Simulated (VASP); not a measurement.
# Sc5SbSe2 (I4/mcm) in VASP: single point with PBE

Aim: the single point of Sc5SbSe2 with PBE.

All numbers are computed with VASP 6.6.1; they aren't measurements. Logs are shortened: lines on timing, memory, paths and dates and some standing lists are left out, and cuts for length are marked.

**1. The cell of the first run**

The structure is tetragonal, space group I4/mcm (No. 140). Conventional cell: a = 7.264 Å, b = 7.264 Å, c = 12.644 Å, α = 90.00°, β = 90.00°, γ = 90.00°. Within 3.6 Å of Sc (site symmetry 4/m) lie 4 Se at 2.75 Å and 2 Sb at 3.16 Å and 8 Sc at 3.35 Å. Within 3.6 Å of Sc (site symmetry m) lie 3 Se at 2.75 to 2.91 Å and 2 Sb at 3.04 Å and 6 Sc at 3.08 to 3.35 Å. Within 4.0 Å of Sb (site symmetry 422) lie 10 Sc at 3.04 to 3.16 Å. Se (site symmetry m2m) has 8 Sc at 2.75 to 2.91 Å and 1 Se at 3.19 Å within 3.6 Å.

**2. Single point, PBE**

INCAR reads:

```
SYSTEM = Sc5SbSe2
ALGO     = Normal         ! electronic algorithm
EDIFF    = 1E-6           ! SCF threshold, eV
ENCUT    = 520            ! plane-wave cutoff, eV
GGA      = PE             ! functional
ISIF     = 2              ! what is computed and relaxed
ISMEAR   = 0              ! smearing method
LASPH    = .True.         ! aspherical terms in the spheres
LCHARG   = .False.        ! write CHGCAR
LREAL    = Auto         
LWAVE    = .False.        ! write WAVECAR
NBANDS   = 86             ! bands
NELM     = 60             ! most SCF steps
PREC     = Accurate       ! precision mode
SIGMA    = 0.2            ! smearing width, eV
```

KPOINTS reads:

```
k-points
0
Gamma
  3 3 3
  0 0 0
```

POSCAR reads:

```
Sc5SbSe2
1.0
   -3.6319384131      3.6319384131      6.3221829667
    3.6319384131     -3.6319384131      6.3221829667
    3.6319384131      3.6319384131     -6.3221829667
Sc Sb Se
10 2 4
Direct
    0.0000000000      0.0000000000      0.0000000000
    0.5000000000      0.5000000000      0.0000000000
    0.2994904097      0.4993329185      0.5000000000
    0.4993329185      0.9993329185      0.1998425088
    0.5006670815      0.0006670815      0.8001574912
    0.0006670815      0.2005095903      0.5000000000
    0.2005095903      0.7005095903      0.1998425088
    0.7994904097      0.2994904097      0.8001574912
    0.7005095903      0.5006670815      0.5000000000
    0.9993329185      0.7994904097      0.5000000000
    0.7500000000      0.7500000000      0.0000000000
    0.2500000000      0.2500000000      0.0000000000
    0.8449517384      0.3449517384      0.1899034768
    0.1550482616      0.6550482616      0.8100965232
    0.3449517384      0.1550482616      0.5000000000
    0.6550482616      0.8449517384      0.5000000000
```

Potentials or basis: VASP PAW PBE potentials, release 64 (Sc_sv, Sb, Se).

On the command line:

```sh
$ cat potpaw_PBE.64/Sc_sv/POTCAR potpaw_PBE.64/Sb/POTCAR potpaw_PBE.64/Se/POTCAR > POTCAR
$ mpirun -np 1 vasp_std > vasp.out
```

OUTCAR:

```text
SYSTEM = Sc5SbSe2
   EDIFF = 1E-6
   ENCUT = 520
   GGA = PE
   ISIF = 2
   ISMEAR = 0
   LASPH = .True.
   LREAL = Auto
   NELM = 60
   PREC = Accurate

 ion  position               nearest neighbor table
   1  0.000  0.000  0.000-  13 2.75  14 2.75  15 2.75  16 2.75  11 3.16  12 3.16   9 3.35   3 3.35
                             6 3.35   7 3.35   8 3.35   4 3.35  10 3.35   5 3.35
   2  0.500  0.500  0.000-  13 2.75  14 2.75  16 2.75  15 2.75  11 3.16  12 3.16   6 3.35  10 3.35
                             8 3.35   9 3.35   4 3.35   3 3.35   5 3.35   7 3.35
   3  0.299  0.499  0.500-  15 2.75  14 2.91  13 2.91  11 3.04  12 3.04  10 3.08   9 3.27   1 3.35
                             2 3.35   5 3.35   7 3.35
   4  0.499  0.999  0.200-  14 2.75  15 2.91  16 2.91  12 3.04  11 3.04   8 3.08   5 3.27   1 3.35
                             2 3.35   9 3.35   6 3.35
   5  0.501  0.001  0.800-  13 2.75  15 2.91  16 2.91  12 3.04  11 3.04   7 3.08   4 3.27   2 3.35
                             1 3.35   3 3.35  10 3.35
   6  0.001  0.201  0.500-  15 2.75  13 2.91  14 2.91  11 3.04  12 3.04   9 3.08  10 3.27   2 3.35
                             1 3.35   8 3.35   4 3.35
   7  0.201  0.701  0.200-  14 2.75  15 2.91  16 2.91  12 3.04  11 3.04   5 3.08   8 3.27   1 3.35
                             2 3.35  10 3.35   3 3.35
   8  0.799  0.299  0.800-  13 2.75  15 2.91  16 2.91  12 3.04  11 3.04   4 3.08   7 3.27   2 3.35
                             1 3.35   6 3.35   9 3.35
   9  0.701  0.501  0.500-  16 2.75  13 2.91  14 2.91  12 3.04  11 3.04   6 3.08   3 3.27   1 3.35
                             2 3.35   8 3.35   4 3.35
  10  0.999  0.799  0.500-  16 2.75  14 2.91  13 2.91  12 3.04  11 3.04   3 3.08   6 3.27   2 3.35
                             1 3.35   5 3.35   7 3.35
  11  0.750  0.750  0.000-   6 3.04   7 3.04   8 3.04   3 3.04   4 3.04  10 3.04   5 3.04   9 3.04
[... 7 lines left out ...]
  15  0.345  0.155  0.500-   2 2.75   1 2.75   6 2.75   3 2.75   4 2.91   5 2.91   8 2.91   7 2.91

  16  0.655  0.845  0.500-   1 2.75   2 2.75  10 2.75   9 2.75   5 2.91   4 2.91   8 2.91   7 2.91

  LATTYP: Found a body centered tetragonal cell.
 ALAT       =     7.2638768262
 C/A-ratio  =     1.7407186597

  Lattice vectors:

 A1 = (  -3.6319384131,   3.6319384131,   6.3221829667)
 A2 = (   3.6319384131,  -3.6319384131,   6.3221829667)
 A3 = (   3.6319384131,   3.6319384131,  -6.3221829667)

Analysis of symmetry for initial positions (statically):
=====================================================================
 Subroutine PRICEL returns:
 Original cell was already a primitive cell.

 Routine SETGRP: Setting up the symmetry group for a
 body centered tetragonal supercell.

 Subroutine GETGRP returns: Found 16 space group operations
 (whereof  8 operations were pure point group operations)
 out of a pool of 16 trial point group operations.

The static configuration has the point symmetry C_4h.
 The point group associated with its full space group is D_4h.

Analysis of symmetry for dynamics (positions and initial velocities):
=====================================================================
 Subroutine PRICEL returns:
 Original cell was already a primitive cell.

 Routine SETGRP: Setting up the symmetry group for a
 body centered tetragonal supercell.

 Subroutine GETGRP returns: Found 16 space group operations
 (whereof  8 operations were pure point group operations)
 out of a pool of 16 trial point group operations.

The dynamic configuration has the point symmetry C_4h.
 The point group associated with its full space group is D_4h.

 Subroutine INISYM returns: Found 16 space group operations
 (whereof  8 operations are pure point group operations),
 and found     1 'primitive' translations

----------------------------------------------------------------------------------------

                                     Primitive cell

  volume of cell :     333.5831

  direct lattice vectors                    reciprocal lattice vectors
    -3.631938413  3.631938413  6.322182967     0.000000000  0.137667533  0.079086607
     3.631938413 -3.631938413  6.322182967     0.137667533  0.000000000  0.079086607
     3.631938413  3.631938413 -6.322182967     0.137667533  0.137667533  0.000000000

  length of vectors
     8.145670675  8.145670675  8.145670675     0.158767254  0.158767254  0.194691292

  position of ions in fractional coordinates (direct lattice)
     0.000000000  0.000000000  0.000000000
     0.500000000  0.500000000  0.000000000
     0.299490410  0.499332919  0.500000000
     0.499332919  0.999332919  0.199842509
     0.500667081  0.000667081  0.800157491
     0.000667081  0.200509590  0.500000000
[... 8 lines left out ...]
     0.344951738  0.155048262  0.500000000
     0.655048262  0.844951738  0.500000000

  ion indices of the primitive-cell ions
   primitive index   ion index
                 1           1
                 2           2
                 3           3
                 4           4
                 5           5
                 6           6
[... 8 lines left out ...]
                15          15
                16          16

----------------------------------------------------------------------------------------

 KPOINTS: k-points

Automatic generation of k-mesh.
 Grid dimensions read from file:
 generate k-points for:    3    3    3

 Generating k-lattice:

  Cartesian coordinates                     Fractional coordinates (reciprocal lattice)
     0.000000000  0.045889178  0.026362202     0.333333333  0.000000000  0.000000000
     0.045889178  0.000000000  0.026362202     0.000000000  0.333333333  0.000000000
     0.045889178  0.045889178  0.000000000     0.000000000  0.000000000  0.333333333

  Length of vectors
     0.052922418  0.052922418  0.064897097

  Shift w.r.t. Gamma in fractional coordinates (k-lattice)
     0.000000000  0.000000000  0.000000000

 Subroutine IBZKPT returns following result:
 ===========================================

 Found      6 irreducible k-points:

 Following reciprocal coordinates:
            Coordinates               Weight
  0.000000  0.000000  0.000000      1.000000
  0.333333 -0.000000  0.000000      8.000000
  0.333333  0.333333  0.000000      8.000000
 -0.333333  0.333333  0.000000      4.000000
 -0.333333  0.333333  0.333333      4.000000
 -0.333333 -0.333333  0.333333      2.000000
   k-points           NKPTS =      6   k-points in BZ     NKDIM =      6   number of bands    NBANDS=     86
   number of dos      NEDOS =    301   number of ions     NIONS =     16
   total plane-waves  NPLWV = 262144
   dimension x,y,z NGX =    64 NGY =   64 NGZ =   64
   dimension x,y,z NGXF=   128 NGYF=  128 NGZF=  128
   ions per type =              10   2   4
   NGX,Y,Z   is equivalent  to a cutoff of  13.06, 13.06, 13.06 a.u.
   NGXF,Y,Z  is equivalent  to a cutoff of  26.12, 26.12, 26.12 a.u.
 SYSTEM =  Sc5SbSe2
   PREC   = accura    normal or accurate (medium, high low for compatibility)
   ISTART =      0    job   : 0-new  1-cont  2-samecut
   ICHARG =      2    charge: 1-file 2-atom 10-const
   ISPIN  =      1    spin polarized calculation?
   LNONCOLLINEAR =      F non collinear calculations
   LSORBIT =      F    spin-orbit coupling
   LASPH  =      T    aspherical Exc in radial PAW
   ENCUT  =  520.0 eV  38.22 Ry    6.18 a.u.  15.15 15.15 15.15*2*pi/ulx,y,z
   NELM   =     60;   NELMIN=  2; NELMDL= -5     # of ELM steps
   EDIFF  = 0.1E-05   stopping-criterion for ELM
   LREAL  =      T    real-space projection
   EDIFFG = 0.1E-04   stopping-criterion for IOM
   NSW    =      0    number of steps for IOM
   IBRION =     -1    ionic relax: 0-MD 1-quasi-New 2-CG
   NFREE  =      0    steps in history (QN), initial steepest desc. (CG)
   ISIF   =      2    stress and relaxation
   ISYM   =      2    0-nonsym 1-usesym 2-fastsym
   POTIM  = 0.5000    time-step for ionic-motion
   TEBEG  =    0.0;   TEEND  =   0.0 temperature during run
   PSTRESS=    0.0 pullay stress
   NELECT =     144.0000    total number of electrons
   NUPDOWN=      -1.0000    fix difference up-down
   EMIN   =  10.00;   EMAX   =-10.00  energy-range for DOS
   EFERMI =   0.00;   METHOD = LEGACY
   ISMEAR =     0;   SIGMA  =   0.20  broadening in eV -4-tet -1-fermi 0-gaus
   EFERMI_NEDOS =   21; number of points for ismear=-14 and -15
   IALGO  =     38    algorithm
   IMIX   =      4    mixing-type and parameters
     AMIX     =   0.40;   BMIX     =  1.00
     AMIX_MAG =   1.60;   BMIX_MAG =  1.00
  volume/ion in A,a.u.               =      20.85       140.70
  Fermi-wavevector in a.u.,A,eV,Ry     =   1.237260  2.338082 20.827968  1.530812
  Thomas-Fermi vector in A             =   2.371835
   LORBIT       =      0    0 simple, 1 ext, 2 COOP (PROOUT), +10 PAW based schemes
   GGA     = PE    functional components
   LHFCALC =     F    Hartree Fock is set to
   AEXX    =    0.0000 exact exchange contribution
   IVDW    =     0    specifies the selected vdW correction
   LEPSILON=     F    determine dielectric tensor
   LRPA    =     F    only Hartree local field effects (RPA)
 non-spin polarized calculation
 Gauss-broadening in eV      SIGMA  =   0.20
  energy-cutoff  :      520.00
  volume of cell :      333.58
 maximum number of plane-waves:      9020
 NGX is ok and might be reduce to    64
   NGX = 31   NGY = 31   NGZ = 31

 number of electron     144.0000006 magnetization

 Free energy of the ion-electron system (eV)
  ---------------------------------------------------
  ext. energy  EPLUGINS =         0.00000000
  ---------------------------------------------------
  free energy    TOTEN  =      -101.50134469 eV

  energy without entropy =     -101.09374758  energy(sigma->0) =     -101.29754614

 E-fermi :   6.3352     XC(G=0): -10.5756

 val. band max:        6.3263745335   @ k =   0.3333   0.3333   0.0000
 cond. band min:       6.3508608701   @ k =  -0.3333   0.3333   0.0000
 fundamental gap:      0.0244863366
 Fermi energy:         6.3351965365

 k-point     1 :       0.0000    0.0000    0.0000
  band No.  band energies     occupation
      1     -43.2648      2.00000
      2     -43.2406      2.00000
      3     -43.2383      2.00000
      4     -43.2360      2.00000
      5     -43.2300      2.00000
      6     -43.2285      2.00000
[... 511 lines left out ...]
     83       7.7307      0.00000
     84       7.9004      0.00000
 [bands above 84 left out]

------------------------ aborting loop because EDIFF is reached ----------------------------------------

  FORCE on cell =-STRESS in cart. coord.  units (eV):
  Direction    XX          YY          ZZ          XY          YZ          ZX
  --------------------------------------------------------------------------------------
  -------------------------------------------------------------------------------------
  Total        0.6944157      0.6944157      0.0462346      0.0000000      0.0000000     -0.0000000
  in kB        3.3352324      3.3352324      0.2220615      0.0000000      0.0000000     -0.0000000
  external PRESSURE =       2.2975088 kB  Pullay stress =       0.0000000 kB

 VOLUME and BASIS-vectors are now :
 -----------------------------------------------------------------------------
  energy-cutoff  :      520.00
  volume of cell :      333.58
      direct lattice vectors                 reciprocal lattice vectors
    -3.631938413  3.631938413  6.322182967     0.000000000  0.137667533  0.079086607
     3.631938413 -3.631938413  6.322182967     0.137667533  0.000000000  0.079086607
     3.631938413  3.631938413 -6.322182967     0.137667533  0.137667533  0.000000000

 POSITION                                       TOTAL-FORCE (eV/Angst)
 -----------------------------------------------------------------------------------
      0.00000      0.00000      0.00000        -0.000000      0.000000     -0.000000
      0.00000      0.00000      6.32218        -0.000000      0.000000     -0.000000
      2.54178      1.09015      1.88922         0.001758     -0.001758     -0.028051
      2.54178     -1.09015      8.21140         0.001758      0.001758     -0.028051
      1.09015      4.72209     -1.88922        -0.001758     -0.001758      0.028051
      2.54178      1.09015     -1.88922         0.001758     -0.001758      0.028051
[... 8 lines left out ...]
      1.12625      2.50569      0.00000         0.013363     -0.013363     -0.000000
      2.50569      1.12625      6.32218        -0.013363      0.013363     -0.000000
 -----------------------------------------------------------------------------------
    total drift:                               -0.000000     -0.000000      0.000000

  FREE ENERGIE OF THE ION-ELECTRON SYSTEM (eV)
  ---------------------------------------------------
  free  energy   TOTEN  =      -101.5013446939 eV

  energy  without entropy=     -101.0937475763  energy(sigma->0) =     -101.29754614
```

Run time: 7 min. Hardware: 1 thread of Intel Xeon 6975P-C (Granite Rapids), shared host; peak memory 0.6 GiB.

Results:

- Free energy: -101.5013 eV
- Pressure: 0.2 GPa
- Largest force: 0.028 eV/Å
- Band gap on the k mesh: zero (band 72 reaches 6.38 eV, above the bottom of band 73 at 6.33 eV)

Forces on the atoms (eV/Å):
```
Sc   0.000  0.000  0.000
Sc   0.000  0.000  0.000
Sc   0.002 -0.002 -0.028
Sc   0.002  0.002 -0.028
Sc  -0.002 -0.002  0.028
Sc   0.002 -0.002  0.028
Sc   0.002  0.002  0.028
Sc  -0.002 -0.002 -0.028
Sc  -0.002  0.002  0.028
Sc  -0.002  0.002 -0.028
Sb   0.000  0.000  0.000
Sb   0.000  0.000  0.000
Se  -0.013 -0.013  0.000
Se   0.013  0.013  0.000
Se   0.013 -0.013  0.000
Se  -0.013  0.013  0.000
```

Caveat: the k points lie up to 0.41 Å⁻¹ apart; spin-orbit coupling is left out, which moves the levels of the heavy elements.
